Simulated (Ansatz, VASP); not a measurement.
# One calculation of Nb, two programs

The input INCAR:

```
PREC = Accurate
ENCUT = 520
EDIFF = 1E-7
ISMEAR = -1
SIGMA = 0.05
LREAL = False
LASPH = True
NELM = 60
ALGO = Normal
ISIF = 2
LWAVE = False
LCHARG = True
LELF = True
LVHAR = True
NBANDS = 20
```

File KPOINTS:

```
Automatic mesh
0
Gamma
  15 15 8
```

File POSCAR:

```
Nb
1.0
    2.5741803560      0.0000000000      0.0000000000
   -1.2870901780      2.2293055822      0.0000000000
    0.0000000000      0.0000000000      4.6102593636
Nb
2
Direct
    0.3333333333      0.6666666667      0.2500000000
    0.6666666667      0.3333333333      0.7500000000
```

Input for Ansatz:

```yaml
crystal:
  lattice:
    - [2.574180356, 0.0, 0.0]
    - [-1.287090178, 2.2293055822, 0.0]
    - [0.0, 0.0, 4.6102593636]
  atoms:
    - { symbol: Nb, position: [0.3333333333, 0.6666666667, 0.25] }
    - { symbol: Nb, position: [0.6666666667, 0.3333333333, 0.75] }
kpoints:
  mp_grid: { grid: [15, 15, 8] }
scf:
  occupations: { method: fermi_dirac, width: 0.05 }
hamiltonian:
  xc: lda
  pseudopotentials: { kind: all_electron, lapw: { basis_error: 0.001 } }
output:
  forces: true
  stress: true
  eigenvalues: true
  populations: true
```

Change from the starting cell: volume scaled by 0.75, LAPW.

Alike in both runs: task single point; functional LDA; k mesh 15 × 15 × 8; occupations fermi-dirac, width 0.05 eV; no spin polarisation.

|  | VASP | Ansatz |
| --- | --- | --- |
| version | VASP 6.6.1 | Ansatz 0.2.0 |
| potentials or method | VASP PAW LDA potentials, release 64 (Nb_sv), cutoff 520 eV | all-electron LAPW, scalar-relativistic |

Ansatz gave:

| Quantity | Value |
| --- | --- |
| pressure (GPa) | 87.6 |
| traceless stress, the component that is largest in VASP (GPa) | -0.01 |

**Question.** What did VASP give for the same quantities?

**Answer.** Pressure (GPa): 87.7; traceless stress, the component that is largest in VASP (GPa): -0.18.

LDA's correlation is that of Perdew and Zunger in VASP and of Perdew and Wang (1992) in Ansatz. Both programs put the cell under a high pressure, so it lies far from rest at this level. Ansatz ran all-electron here, and VASP with PAW potentials.

Noted on VASP's run: the cell as given lies far from equilibrium.
